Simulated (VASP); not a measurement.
# AlN (R3m) in VASP: further runs

Runs on AlN. Level: PBE. Tasks: single point.

Everything below comes from runs of VASP 6.6.1. Logs are shortened: lines on timing, memory, paths and dates and some standing lists are left out, and cuts for length are marked.

### 1 The cell of the first run

It takes space group R3m (No. 160, trigonal). Conventional cell: a = 3.114 Å, b = 3.114 Å, c = 45.759 Å, α = 90.00°, β = 90.00°, γ = 120.00°. Al (site symmetry 3m) has 4 N at 1.91 Å within 2.5 Å. Within 2.5 Å of Al (site symmetry 3m) lie 4 N at 1.91 Å. Within 2.5 Å of Al (site symmetry 3m) lie 4 N at 1.91 Å. Al (site symmetry 3m) has 4 N at 1.91 Å within 2.5 Å. Within 2.5 Å of Al (site symmetry 3m) lie 4 N at 1.91 Å. Al (site symmetry 3m) has 3 N at 1.91 Å within 2.5 Å. N (site symmetry 3m) has 4 Al at 1.91 Å within 2.5 Å. Within 2.5 Å of N (site symmetry 3m) lie 4 Al at 1.91 Å.

### 2 Single point, PBE

INCAR reads:

```
SYSTEM = AlN
ALGO = Normal
EDIFF = 1E-7
ENCUT = 520
GGA = PE
ISIF = 2
ISMEAR = 0
ISYM = 0
LASPH = .True.
LCHARG = .False.
LREAL = .False.
LWAVE = .False.
NBANDS = 36
NELM = 60
PREC = Accurate
SIGMA = 0.05
```

KPOINTS reads:

```
k-points
0
Gamma
  8 8 2
  0 0 0
```

POSCAR reads:

```
AlN
1.0
    2.2015871003     -2.2015871003      0.0000000000
    2.2015871003      0.0000000000     -2.2015871003
   10.2740731347      8.0724860344      8.0724860344
Al N
6 6
Direct
    0.8680666667     -0.1319333333      0.3958000000
    0.2569555556      0.2569555556      0.2291333333
    0.4791777778      0.4791777778      0.5624666667
    0.7014000000      0.7014000000      0.8958000000
    0.0902888889      0.0902888889      0.7291333333
    0.6458444444      0.6458444444      0.0624666667
    0.5208444444      0.5208444444      0.4374666667
    0.9097333333     -0.0902666667      0.2708000000
    0.1319555556      0.1319555556      0.6041333333
    0.3541777778      0.3541777778      0.9374666667
   -0.2569333333     -0.2569333333      0.7708000000
    0.2986222222      0.2986222222      0.1041333333
```

Potentials or basis: VASP PAW PBE potentials, release 64 (Al, N).

The run is started by

```
$ cat potpaw_PBE.64/Al/POTCAR potpaw_PBE.64/N/POTCAR > POTCAR
$ mpirun -np 1 vasp_std > vasp.out
```

OUTCAR:

```text
SYSTEM = AlN
   EDIFF = 1E-7
   ENCUT = 520
   GGA = PE
   ISIF = 2
   ISMEAR = 0
   ISYM = 0
   LASPH = .True.
   LREAL = .False.
   NELM = 60
   PREC = Accurate

 ion  position               nearest neighbor table
   1  0.868  0.868  0.396-   8 1.91   7 1.91   7 1.91   7 1.91   3 3.11   3 3.11   3 3.11   2 3.11
                             2 3.11   2 3.11
   2  0.257  0.257  0.229-  12 1.91   8 1.91   8 1.91   8 1.91   6 3.11   6 3.11   6 3.11   1 3.11
                             1 3.11   1 3.11
   3  0.479  0.479  0.562-   9 1.91   9 1.91   9 1.91   7 1.91   5 3.11   5 3.11   5 3.11   1 3.11
                             1 3.11   1 3.11
   4  0.701  0.701  0.896-  11 1.91  10 1.91  10 1.91  10 1.91   6 2.54   5 3.11   5 3.11   5 3.11

   5  0.090  0.090  0.729-   9 1.91  11 1.91  11 1.91  11 1.91   3 3.11   3 3.11   3 3.11   4 3.11
                             4 3.11   4 3.11
   6  0.646  0.646  0.062-  12 1.91  12 1.91  12 1.91   4 2.54   2 3.11   2 3.11   2 3.11
   7  0.521  0.521  0.437-   3 1.91   1 1.91   1 1.91   1 1.91
   8  0.910  0.910  0.271-   1 1.91   2 1.91   2 1.91   2 1.91
   9  0.132  0.132  0.604-   3 1.91   3 1.91   3 1.91   5 1.91
  10  0.354  0.354  0.937-   4 1.91   4 1.91   4 1.91
  11  0.743  0.743  0.771-   4 1.91   5 1.91   5 1.91   5 1.91
  12  0.299  0.299  0.104-   6 1.91   6 1.91   6 1.91   2 1.91

IMPORTANT INFORMATION: All symmetrisations will be switched off!
NOSYMM: (Re-)initialisation of all symmetry stuff for point group C_1.

----------------------------------------------------------------------------------------

                                     Primitive cell

  volume of cell :     128.0527

  direct lattice vectors                    reciprocal lattice vectors
     2.201587100 -2.201587100  0.000000000     0.138788765 -0.315429012  0.138788765
     2.201587100  0.000000000 -2.201587100     0.138788765  0.138788765 -0.315429012
    10.274073135  8.072486034  8.072486034     0.037851481  0.037851481  0.037851481

  length of vectors
     3.113514336  3.113514336 15.358601510     0.371510571  0.371510571  0.065560689

  position of ions in fractional coordinates (direct lattice)
     0.868066667  0.868066667  0.395800000
     0.256955556  0.256955556  0.229133333
     0.479177778  0.479177778  0.562466667
     0.701400000  0.701400000  0.895800000
     0.090288889  0.090288889  0.729133333
     0.645844444  0.645844444  0.062466667
     0.520844444  0.520844444  0.437466667
     0.909733333  0.909733333  0.270800000
     0.131955556  0.131955556  0.604133333
     0.354177778  0.354177778  0.937466667
     0.743066667  0.743066667  0.770800000
     0.298622222  0.298622222  0.104133333

  ion indices of the primitive-cell ions
   primitive index   ion index
                 1           1
                 2           2
                 3           3
                 4           4
                 5           5
                 6           6
                 7           7
                 8           8
                 9           9
                10          10
                11          11
                12          12

----------------------------------------------------------------------------------------

 KPOINTS: k-points

Automatic generation of k-mesh.
 Grid dimensions read from file:
 generate k-points for:    8    8    2

 Generating k-lattice:

  Cartesian coordinates                     Fractional coordinates (reciprocal lattice)
     0.017348596 -0.039428627  0.017348596     0.125000000  0.000000000 -0.000000000
     0.017348596  0.017348596 -0.039428627     0.000000000  0.125000000 -0.000000000
     0.018925741  0.018925741  0.018925741     0.000000000  0.000000000  0.500000000

  Length of vectors
     0.046438821  0.046438821  0.032780345

  Shift w.r.t. Gamma in fractional coordinates (k-lattice)
     0.000000000  0.000000000  0.000000000

 -----------------------------------------------------------------------------
|                                                                             |
|           W    W    AA    RRRRR   N    N  II  N    N   GGGG   !!!           |
|           W    W   A  A   R    R  NN   N  II  NN   N  G    G  !!!           |
|           W    W  A    A  R    R  N N  N  II  N N  N  G       !!!           |
|           W WW W  AAAAAA  RRRRR   N  N N  II  N  N N  G  GGG   !            |
|           WW  WW  A    A  R   R   N   NN  II  N   NN  G    G                |
|           W    W  A    A  R    R  N    N  II  N    N   GGGG   !!!           |
|                                                                             |
|     Your reciprocal lattice and k-lattice belong to different lattice       |
|     classes:                                                                |
|                                                                             |
|        The reciprocal lattice is rhombohedral (trigonal),                   |
|        whereas your k-lattice is base-centered monoclinic.                  |
|                                                                             |
|     Results are often still useful ...                                      |
|                                                                             |
 -----------------------------------------------------------------------------

 WARNING: IBZKPT: internal override: KBLOWUP is changed to .FALSE.
      ... skipping the blow-up phase ...

 Subroutine IBZKPT returns following result:
 ===========================================

 Found     68 irreducible k-points:

 Following reciprocal coordinates:
            Coordinates               Weight
  0.000000  0.000000  0.000000      1.000000
  0.125000  0.000000  0.000000      2.000000
  0.250000  0.000000  0.000000      2.000000
  0.375000  0.000000 -0.000000      2.000000
  0.500000  0.000000  0.000000      1.000000
  0.000000  0.125000  0.000000      2.000000
[... 16 lines left out ...]
  0.125000  0.375000 -0.000000      2.000000
  0.250000  0.375000  0.000000      2.000000
 [... further k-points ...]
   k-points           NKPTS =     68   k-points in BZ     NKDIM =     68   number of bands    NBANDS=     36
   number of dos      NEDOS =    301   number of ions     NIONS =     12
   total plane-waves  NPLWV =  69120
   dimension x,y,z NGX =    24 NGY =   24 NGZ =  120
   dimension x,y,z NGXF=    48 NGYF=   48 NGZF=  240
   ions per type =               6   6
   NGX,Y,Z   is equivalent  to a cutoff of  12.81, 12.81, 12.99 a.u.
   NGXF,Y,Z  is equivalent  to a cutoff of  25.63, 25.63, 25.98 a.u.
 SYSTEM =  AlN
   PREC   = accura    normal or accurate (medium, high low for compatibility)
   ISTART =      0    job   : 0-new  1-cont  2-samecut
   ICHARG =      2    charge: 1-file 2-atom 10-const
   ISPIN  =      1    spin polarized calculation?
   LNONCOLLINEAR =      F non collinear calculations
   LSORBIT =      F    spin-orbit coupling
   LASPH  =      T    aspherical Exc in radial PAW
   ENCUT  =  520.0 eV  38.22 Ry    6.18 a.u.   5.79  5.79 28.56*2*pi/ulx,y,z
   NELM   =     60;   NELMIN=  2; NELMDL= -5     # of ELM steps
   EDIFF  = 0.1E-06   stopping-criterion for ELM
   LREAL  =      F    real-space projection
   EDIFFG = 0.1E-05   stopping-criterion for IOM
   NSW    =      0    number of steps for IOM
   IBRION =     -1    ionic relax: 0-MD 1-quasi-New 2-CG
   NFREE  =      0    steps in history (QN), initial steepest desc. (CG)
   ISIF   =      2    stress and relaxation
   ISYM   =      0    0-nonsym 1-usesym 2-fastsym
   POTIM  = 0.5000    time-step for ionic-motion
   TEBEG  =    0.0;   TEEND  =   0.0 temperature during run
   PSTRESS=    0.0 pullay stress
   NELECT =      48.0000    total number of electrons
   NUPDOWN=      -1.0000    fix difference up-down
   EMIN   =  10.00;   EMAX   =-10.00  energy-range for DOS
   EFERMI =   0.00;   METHOD = LEGACY
   ISMEAR =     0;   SIGMA  =   0.05  broadening in eV -4-tet -1-fermi 0-gaus
   EFERMI_NEDOS =   21; number of points for ismear=-14 and -15
   IALGO  =     38    algorithm
   IMIX   =      4    mixing-type and parameters
     AMIX     =   0.40;   BMIX     =  1.00
     AMIX_MAG =   1.60;   BMIX_MAG =  1.00
  volume/ion in A,a.u.               =      10.67        72.01
  Fermi-wavevector in a.u.,A,eV,Ry     =   1.180390  2.230614 18.957286  1.393321
  Thomas-Fermi vector in A             =   2.316684
   LORBIT       =      0    0 simple, 1 ext, 2 COOP (PROOUT), +10 PAW based schemes
   GGA     = PE    functional components
   LHFCALC =     F    Hartree Fock is set to
   AEXX    =    0.0000 exact exchange contribution
   IVDW    =     0    specifies the selected vdW correction
   LEPSILON=     F    determine dielectric tensor
   LRPA    =     F    only Hartree local field effects (RPA)
 non-spin polarized calculation
 Gauss-broadening in eV      SIGMA  =   0.05
  energy-cutoff  :      520.00
  volume of cell :      128.05
 maximum number of plane-waves:      3468
   NGX = 11   NGY = 11   NGZ = 57

 number of electron      48.0000005 magnetization

 Free energy of the ion-electron system (eV)
  ---------------------------------------------------
  ext. energy  EPLUGINS =         0.00000000
  ---------------------------------------------------
  free energy    TOTEN  =       -86.90204431 eV

  energy without entropy =      -86.90204431  energy(sigma->0) =      -86.90204431

 E-fermi :   6.5278     XC(G=0): -10.8523

 val. band max:        6.2982132872   @ k =  -0.3750   0.3750   0.0000
 cond. band min:       8.7626820457   @ k =   0.0000   0.5000   0.0000
 fundamental gap:      2.4644687585
 Fermi energy:         6.5277709951

 k-point     1 :       0.0000    0.0000    0.0000
  band No.  band energies     occupation
      1      -9.0953      2.00000
      2      -8.6913      2.00000
      3      -8.6023      2.00000
      4      -7.7194      2.00000
      5      -7.6359      2.00000
      6      -7.0023      2.00000
[... 28 lines left out ...]
     35      16.1918      0.00000
     36      16.9667      0.00000

 k-point     2 :       0.1250    0.0000    0.0000
  band No.  band energies     occupation
      1      -8.9000      2.00000
      2      -8.5142      2.00000
      3      -8.4041      2.00000
      4      -7.5858      2.00000
      5      -7.4644      2.00000
      6      -6.8829      2.00000
[... 28 lines left out ...]
     35      16.6554      0.00000
     36      16.8418      0.00000

 k-point     3 :       0.2500    0.0000    0.0000
  band No.  band energies     occupation
      1      -8.3609      2.00000
      2      -8.0239      2.00000
      3      -7.8629      2.00000
      4      -7.2269      2.00000
      5      -7.0292      2.00000
      6      -6.5889      2.00000
[... 28 lines left out ...]
     35      16.0836      0.00000
     36      16.5487      0.00000
[... 742 lines left out ...]
 k-point    23 :       0.1250    0.3750   -0.0000
  band No.  band energies     occupation
      1      -7.8995      2.00000
      2      -7.6153      2.00000
      3      -7.3844      2.00000
      4      -6.9740      2.00000
      5      -6.6851      2.00000
      6      -6.3897      2.00000
[... 28 lines left out ...]
     35      15.9166      0.00000
     36      16.1538      0.00000

 k-point    24 :       0.2500    0.3750    0.0000
  band No.  band energies     occupation
      1      -7.9002      2.00000
      2      -7.6088      2.00000
      3      -7.3971      2.00000
      4      -6.9540      2.00000
      5      -6.7037      2.00000
      6      -6.3841      2.00000
[... 28 lines left out ...]
     35      15.9845      0.00000
     36      16.1797      0.00000

 [... further k-points ...]
[... 5 lines left out ...]
  --------------------------------------------------------------------------------------
  -------------------------------------------------------------------------------------
  Total       -0.0556249     -0.0555548     -0.0555552      3.5314112      3.5314070      3.5314114
  in kB       -0.6959705     -0.6950932     -0.6950981     44.1845070     44.1844545     44.1845090
  external PRESSURE =      -0.6953873 kB  Pullay stress =       0.0000000 kB

 VOLUME and BASIS-vectors are now :
 -----------------------------------------------------------------------------
  energy-cutoff  :      520.00
  volume of cell :      128.05
      direct lattice vectors                 reciprocal lattice vectors
     2.201587100 -2.201587100  0.000000000     0.138788765 -0.315429012  0.138788765
     2.201587100  0.000000000 -2.201587100     0.138788765  0.138788765 -0.315429012
    10.274073135  8.072486034  8.072486034     0.037851481  0.037851481  0.037851481

 POSITION                                       TOTAL-FORCE (eV/Angst)
 -----------------------------------------------------------------------------------
      7.88873      1.28397      1.28397         0.031910      0.031905      0.031905
      3.48555      1.28397      1.28397         0.170453      0.170455      0.170455
      7.88873      3.48555      3.48555         0.034536      0.034535      0.034535
     12.29190      5.68714      5.68714        -1.037902     -1.037907     -1.037907
      7.88873      5.68714      5.68714         0.046874      0.046875      0.046875
      3.48555     -0.91762     -0.91762         0.443899      0.443899      0.443899
      6.78793      2.38476      2.38476        -0.032438     -0.032444     -0.032444
      6.78793      0.18317      0.18317        -0.021143     -0.021237     -0.021237
      6.78793      4.58635      4.58635        -0.034459     -0.034355     -0.034356
     11.19111      6.78793      6.78793        -0.256094     -0.256101     -0.256102
     11.19111      4.58635      4.58635        -0.067536     -0.067629     -0.067629
      2.38476      0.18317      0.18317         0.721900      0.722004      0.722004
 -----------------------------------------------------------------------------------
    total drift:                               -0.000698     -0.000701     -0.000702

  FREE ENERGIE OF THE ION-ELECTRON SYSTEM (eV)
  ---------------------------------------------------
  free  energy   TOTEN  =       -86.9020443085 eV

  energy  without entropy=      -86.9020443085  energy(sigma->0) =      -86.90204431
```

Run time: 9.3 min. Hardware: 1 thread of Oxide Virtual Turin-like, shared host; peak memory 0.35 GiB.

Results:

- Free energy: -86.9020 eV
- Pressure: -0.1 GPa
- Largest force: 1.798 eV/Å
- Band gap on the k mesh: 2.46 eV, indirect (least direct gap 2.52 eV)

Forces on the atoms (eV/Å):
```
Al   0.032  0.032  0.032
Al   0.170  0.170  0.170
Al   0.035  0.035  0.035
Al  -1.038 -1.038 -1.038
Al   0.047  0.047  0.047
Al   0.444  0.444  0.444
N   -0.032 -0.032 -0.032
N   -0.021 -0.021 -0.021
N   -0.034 -0.034 -0.034
N   -0.256 -0.256 -0.256
N   -0.068 -0.068 -0.068
N    0.722  0.722  0.722
```

Caveat: forces of over 1 eV/Å act on the atoms, so gaps and moduli don't describe the material at rest. A k mesh can miss the band edges.

(Continued in part 2 of 2.)
